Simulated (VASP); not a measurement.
# H21C12N7 in VASP: further runs, part 2 of 2

VASP 6.6.1. Earlier steps stand in the parts before.

## Step 4: Single point, PBE

INCAR

```
ALGO     = Normal         # electronic algorithm
EDIFF    = 1E-6           # SCF threshold, eV
ENCUT    = 520            # plane-wave cutoff, eV
GGA      = PE             # functional
ISIF     = 2              # what is computed and relaxed
ISMEAR   = -1             # smearing method
LASPH    = T              # aspherical terms in the spheres
LCHARG   = F              # write CHGCAR
LREAL    = Auto         
LWAVE    = F              # write WAVECAR
NBANDS   = 78             # bands
NELM     = 80             # most SCF steps
PREC     = Accurate       # precision mode
SIGMA    = 0.02           # smearing width, eV
```

KPOINTS

```
k-points
0
Gamma
  1 1 1
```

POSCAR

```
H21C12N7
1.0
    8.2474740000      0.0000000000      0.0000000000
    0.0000000000      8.2474740000      0.0000000000
    0.0000000000      0.0000000000      8.2474740000
N H C
7 21 12
Direct
    0.8538614368      0.7140731817      0.0228554828
    1.1044957523      0.0724585491      0.2894340740
    0.2038563565      0.5672645952      0.2824622424
    0.6680469681      0.7502782064      0.6984199041
    0.2567089026      0.8027670048      0.8179352854
    0.5053547304      0.0859657151      0.1774118961
    0.7225000042      0.3406740052      0.7662224822
    0.9503879612      0.8196933995      0.0457594653
    0.9147528080      0.6319753175     -0.0321674248
    0.7647674912      0.7576986602     -0.0502578123
    1.2324622060      0.1482635774     -0.0534951671
    1.0971844228      0.3417773733     -0.0053834665
    1.2831322657      0.3300646962      0.0816128672
    0.4307985694      0.6644943652      0.0016489897
    0.4991346441      0.7379229083      0.1683545774
    0.5571524081      0.5279919646      0.1159627784
    0.8122486958      0.6039182421      0.3527019303
    0.9792574066      0.6035181196      0.5144969235
    0.8248222425      0.4717201897      0.5378010285
    0.4285918331      0.5300289519      0.6000625161
    0.3228988658      0.4391647673      0.7510178268
    0.2576061470      0.5042877371      0.5358367908
    0.3159755338      0.0262868364      0.5146666725
    0.3128594282     -0.1652505967      0.3997345127
    0.4903076991     -0.1027344857      0.4997408904
    1.0377480426      0.1302338146      0.6736486832
    0.8805241459     -0.0251470935      0.7114784478
    0.9180144127      0.1003943753      0.5197591408
    1.1905463418      0.2500644440      0.0277903271
    1.1305522151      0.1489183234      0.1736046697
    0.4712351927      0.6222511280      0.1176481429
    0.3248024789      0.5803473888      0.2093368224
    0.8476292256      0.5986317750      0.4826689966
    0.7400326451      0.6808872632      0.5991895215
    0.3085187052      0.5256397292      0.6615965082
    0.2930109267      0.6918360701      0.7346855534
    0.3797162622     -0.0501729378      0.4266397202
    0.4408743817      0.0322644242      0.2940779201
    0.9198816510      0.0945744115      0.6504052029
    0.8088779668      0.2325318031      0.7317149469
```

Potentials or basis: VASP PAW PBE potentials, release 64 (N, H, C).

Started as:

```sh
$ cat potpaw_PBE.64/N/POTCAR potpaw_PBE.64/H/POTCAR potpaw_PBE.64/C/POTCAR > POTCAR
$ mpirun -np 1 vasp_gam > vasp.out
```

OUTCAR:

```text
EDIFF = 1E-6
   ENCUT = 520
   GGA = PE
   ISIF = 2
   ISMEAR = -1
   LASPH = T
   LREAL = Auto
   NELM = 80
   PREC = Accurate

 ion  position               nearest neighbor table
   1  0.854  0.714  0.023-   9 0.96  10 1.02   8 1.20
   2  0.104  0.072  0.289-  30 1.16
   3  0.204  0.567  0.282-  32 1.17
   4  0.668  0.750  0.698-  34 1.16
   5  0.257  0.803  0.818-  36 1.18
   6  0.505  0.086  0.177-  38 1.19
   7  0.723  0.341  0.766-  40 1.18
[... 19 lines left out ...]
  27  0.881  0.975  0.711-  39 1.16
  28  0.918  0.100  0.520-  39 1.08
  29  0.191  0.250  0.028-  13 1.10  12 1.11  11 1.13  30 1.54
  30  0.131  0.149  0.174-   2 1.16  29 1.54
  31  0.471  0.622  0.118-  16 1.05  15 1.07  14 1.07  32 1.47
  32  0.325  0.580  0.209-   3 1.17  31 1.47
  33  0.848  0.599  0.483-  17 1.11  18 1.12  19 1.16  34 1.47
  34  0.740  0.681  0.599-   4 1.16  33 1.47
  35  0.309  0.526  0.662-  21 1.03  20 1.11  22 1.13  36 1.50
  36  0.293  0.692  0.735-   5 1.18  35 1.50
  37  0.380  0.950  0.427-  23 1.10  24 1.12  25 1.18  38 1.38
  38  0.441  0.032  0.294-   6 1.19  37 1.38
  39  0.920  0.095  0.650-  26 1.03  28 1.08  27 1.16  40 1.61
  40  0.809  0.233  0.732-   7 1.18  39 1.61

  LATTYP: Found a simple cubic cell.
 ALAT       =     8.2474740000

  Lattice vectors:

 A1 = (   8.2474740000,   0.0000000000,   0.0000000000)
 A2 = (   0.0000000000,   8.2474740000,   0.0000000000)
 A3 = (   0.0000000000,   0.0000000000,   8.2474740000)

Analysis of symmetry for initial positions (statically):
=====================================================================
 Subroutine PRICEL returns:
 Original cell was already a primitive cell.

 Routine SETGRP: Setting up the symmetry group for a
 simple cubic supercell.

 Subroutine GETGRP returns: Found  1 space group operations
 (whereof  1 operations were pure point group operations)
 out of a pool of 48 trial point group operations.

The static configuration has the point symmetry C_1 .

Analysis of symmetry for dynamics (positions and initial velocities):
=====================================================================
 Subroutine PRICEL returns:
 Original cell was already a primitive cell.

 Routine SETGRP: Setting up the symmetry group for a
 simple cubic supercell.

 Subroutine GETGRP returns: Found  1 space group operations
 (whereof  1 operations were pure point group operations)
 out of a pool of 48 trial point group operations.

The dynamic configuration has the point symmetry C_1 .

 Subroutine INISYM returns: Found  1 space group operations
 (whereof  1 operations are pure point group operations),
 and found     1 'primitive' translations

----------------------------------------------------------------------------------------

                                     Primitive cell

  volume of cell :     561.0000

  direct lattice vectors                    reciprocal lattice vectors
     8.247474000  0.000000000  0.000000000     0.121249246  0.000000000  0.000000000
     0.000000000  8.247474000  0.000000000     0.000000000  0.121249246  0.000000000
     0.000000000  0.000000000  8.247474000     0.000000000  0.000000000  0.121249246

  length of vectors
[... 107 lines left out ...]

 Subroutine IBZKPT returns following result:
 ===========================================

 Found      1 irreducible k-points:

 Following reciprocal coordinates:
            Coordinates               Weight
  0.000000  0.000000  0.000000      1.000000
   k-points           NKPTS =      1   k-points in BZ     NKDIM =      1   number of bands    NBANDS=     78
   number of dos      NEDOS =    301   number of ions     NIONS =     40
   total plane-waves  NPLWV = 262144
   dimension x,y,z NGX =    64 NGY =   64 NGZ =   64
   dimension x,y,z NGXF=   128 NGYF=  128 NGZF=  128
   ions per type =               7  21  12
   NGX,Y,Z   is equivalent  to a cutoff of  12.90, 12.90, 12.90 a.u.
   NGXF,Y,Z  is equivalent  to a cutoff of  25.80, 25.80, 25.80 a.u.
 SYSTEM =  unknown system
   PREC   = accura    normal or accurate (medium, high low for compatibility)
   ISTART =      0    job   : 0-new  1-cont  2-samecut
   ICHARG =      2    charge: 1-file 2-atom 10-const
   ISPIN  =      1    spin polarized calculation?
   LNONCOLLINEAR =      F non collinear calculations
   LSORBIT =      F    spin-orbit coupling
   LASPH  =      T    aspherical Exc in radial PAW
   ENCUT  =  520.0 eV  38.22 Ry    6.18 a.u.  15.33 15.33 15.33*2*pi/ulx,y,z
   NELM   =     80;   NELMIN=  2; NELMDL= -5     # of ELM steps
   EDIFF  = 0.1E-05   stopping-criterion for ELM
   LREAL  =      T    real-space projection
   EDIFFG = 0.1E-04   stopping-criterion for IOM
   NSW    =      0    number of steps for IOM
   IBRION =     -1    ionic relax: 0-MD 1-quasi-New 2-CG
   NFREE  =      0    steps in history (QN), initial steepest desc. (CG)
   ISIF   =      2    stress and relaxation
   ISYM   =      2    0-nonsym 1-usesym 2-fastsym
   POTIM  = 0.5000    time-step for ionic-motion
   TEBEG  =    0.0;   TEEND  =   0.0 temperature during run
   PSTRESS=    0.0 pullay stress
   NELECT =     104.0000    total number of electrons
   NUPDOWN=      -1.0000    fix difference up-down
   EMIN   =  10.00;   EMAX   =-10.00  energy-range for DOS
   EFERMI =   0.00;   METHOD = LEGACY
   ISMEAR =    -1;   SIGMA  =   0.02  broadening in eV -4-tet -1-fermi 0-gaus
   EFERMI_NEDOS =   21; number of points for ismear=-14 and -15
   IALGO  =     38    algorithm
   IMIX   =      4    mixing-type and parameters
     AMIX     =   0.40;   BMIX     =  1.00
     AMIX_MAG =   1.60;   BMIX_MAG =  1.00
  volume/ion in A,a.u.               =      14.03        94.65
  Fermi-wavevector in a.u.,A,eV,Ry     =   0.933466  1.763994 11.855546  0.871358
  Thomas-Fermi vector in A             =   2.060170
   LORBIT       =      0    0 simple, 1 ext, 2 COOP (PROOUT), +10 PAW based schemes
   GGA     = PE    functional components
   LHFCALC =     F    Hartree Fock is set to
   AEXX    =    0.0000 exact exchange contribution
   IVDW    =     0    specifies the selected vdW correction
   LEPSILON=     F    determine dielectric tensor
   LRPA    =     F    only Hartree local field effects (RPA)
 non-spin polarized calculation
  energy-cutoff  :      520.00
  volume of cell :      561.00
 maximum number of plane-waves:      7602
 NGX is ok and might be reduce to    64
   NGX = 31   NGY = 31   NGZ = 31

 number of electron     104.0000006 magnetization

 Free energy of the ion-electron system (eV)
  ---------------------------------------------------
  ext. energy  EPLUGINS =         0.00000000
  ---------------------------------------------------
  free energy    TOTEN  =      -237.43066608 eV

  energy without entropy =     -237.43066607  energy(sigma->0) =     -237.43066607

 E-fermi :  -2.1776     XC(G=0):  -6.2642

 val. band max:       -2.6602154461   @ k =   0.0000   0.0000   0.0000
 cond. band min:       1.4409933609   @ k =   0.0000   0.0000   0.0000
 fundamental gap:      4.1012088070
 Fermi energy:        -2.1776111884

 k-point     1 :       0.0000    0.0000    0.0000
  band No.  band energies     occupation
      1     -19.9828      2.00000
      2     -19.7173      2.00000
      3     -19.6177      2.00000
      4     -19.6047      2.00000
      5     -19.5049      2.00000
      6     -19.1733      2.00000
[... 56 lines left out ...]
     63       2.8021      0.00000
     64       2.9262      0.00000
 [bands above 64 left out]

------------------------ aborting loop because EDIFF is reached ----------------------------------------

  FORCE on cell =-STRESS in cart. coord.  units (eV):
  Direction    XX          YY          ZZ          XY          YZ          ZX
  --------------------------------------------------------------------------------------
  -------------------------------------------------------------------------------------
  Total        1.0016992     -8.7371920     -2.1250040     -0.3618304     -2.1054477      4.1775836
  in kB        2.8607838    -24.9528177     -6.0688649     -1.0333627     -6.0130134     11.9308908
  external PRESSURE =      -9.3869663 kB  Pullay stress =       0.0000000 kB

 VOLUME and BASIS-vectors are now :
 -----------------------------------------------------------------------------
  energy-cutoff  :      520.00
  volume of cell :      561.00
      direct lattice vectors                 reciprocal lattice vectors
     8.247474000  0.000000000  0.000000000     0.121249246  0.000000000  0.000000000
     0.000000000  8.247474000  0.000000000     0.000000000  0.121249246  0.000000000
     0.000000000  0.000000000  8.247474000     0.000000000  0.000000000  0.121249246

 POSITION                                       TOTAL-FORCE (eV/Angst)
 -----------------------------------------------------------------------------------
      7.04220      5.88930      0.18850         1.316434      5.052373      2.995581
      0.86183      0.59760      2.38710        -0.694101      0.062049     -0.183082
      1.68130      4.67850      2.32960         0.430059     -0.213830     -0.118315
      5.50970      6.18790      5.76020        -0.571605      0.211560      0.327285
      2.11720      6.62080      6.74590         0.626849     -0.923967     -1.234035
      4.16790      0.70900      1.46320        -0.863084     -0.446157      1.600985
[... 32 lines left out ...]
      7.58670      0.78000      5.36420        -3.730408      0.634223      2.402266
      6.67120      1.91780      6.03480         0.820559     -1.200078     -1.832906
 -----------------------------------------------------------------------------------
    total drift:                               -0.005938     -0.032479      0.022670

  FREE ENERGIE OF THE ION-ELECTRON SYSTEM (eV)
  ---------------------------------------------------
  free  energy   TOTEN  =      -237.4306660750 eV

  energy  without entropy=     -237.4306660750  energy(sigma->0) =     -237.43066607
```

Wall time 88 s (1 thread of Intel Xeon Platinum 8259CL at 2.50GHz (Skylake/Cascade Lake), shared host); peak memory 0.54 GiB.

What came out:

* Free energy: -237.4307 eV
* Pressure: -0.9 GPa
* Largest force: 6.019 eV/Å
* Band gap on the k mesh: 4.10 eV

Forces on the atoms (eV/Å):
```
N    1.316  5.052  2.996
N   -0.694  0.062 -0.183
N    0.430 -0.214 -0.118
N   -0.572  0.212  0.327
N    0.627 -0.924 -1.234
N   -0.863 -0.446  1.601
N    0.665 -0.968  0.136
H   -2.975 -2.999 -0.741
H    1.545 -2.222 -1.727
H    0.137  0.153 -0.311
H   -0.145  1.402 -0.118
H   -0.033 -0.986 -0.519
H    0.454 -0.703 -0.374
H   -0.133 -0.322 -1.190
H    1.346  0.732  0.720
H    1.283 -0.717 -0.028
H    0.394  0.227  0.495
H   -0.639  0.893 -0.558
H    0.079  0.623 -1.288
H    0.548  0.001  0.780
H   -0.374 -1.870  1.430
H   -1.224  0.030  1.442
H   -0.218 -0.135 -0.198
H   -0.143  0.968 -0.167
H   -1.125  0.849 -0.787
H    2.355  0.267  1.071
H    0.690  1.310 -1.025
H   -0.858 -0.208 -0.626
C   -0.899 -1.364  2.198
C    0.562  1.567 -1.344
C   -2.453  0.386  0.754
C   -0.203  0.160 -0.102
C   -0.787 -2.105  1.983
C    1.589  0.355 -1.352
C    1.756  3.406 -3.026
C   -1.554 -0.646  0.647
C    1.106 -2.525  3.348
C    1.921  1.264 -3.478
C   -3.730  0.634  2.402
C    0.821 -1.200 -1.833
```

Levels at points of the mesh, in eV from the valence-band top:
```csv
k point,band 49,band 50,band 51,band 52,band 53,band 54,band 55,band 56
"(0.00, 0.00, 0.00)",-1.99,-1.93,-1.66,0.00,4.10,4.46,4.64,4.75
```

Caveat: the k points lie up to 0.76 Å⁻¹ apart; the atoms stand as in a frame of molecular dynamics.

## Step 5: The runs side by side

```tsv
cell	gap on the mesh (eV)	pressure (GPa)	largest force (eV/Å)
as given, atomic positions A	4.03	2.0	6.00
as given, atomic positions B	4.50	0.9	4.40
as given, atomic positions C	4.10	-0.9	6.02
```

Alike in all rows: task single point; level PBE; potentials or basis VASP PAW PBE potentials, release 64 (N, H, C); no spin polarisation; k mesh 1 × 1 × 1; cutoff (eV) 520; smearing fermi-dirac 0.02 eV.

Caveats: all runs use coarse meshes; the atoms stand as in a frame of molecular dynamics.

Absolute energies hang on the potentials; compare differences alone.
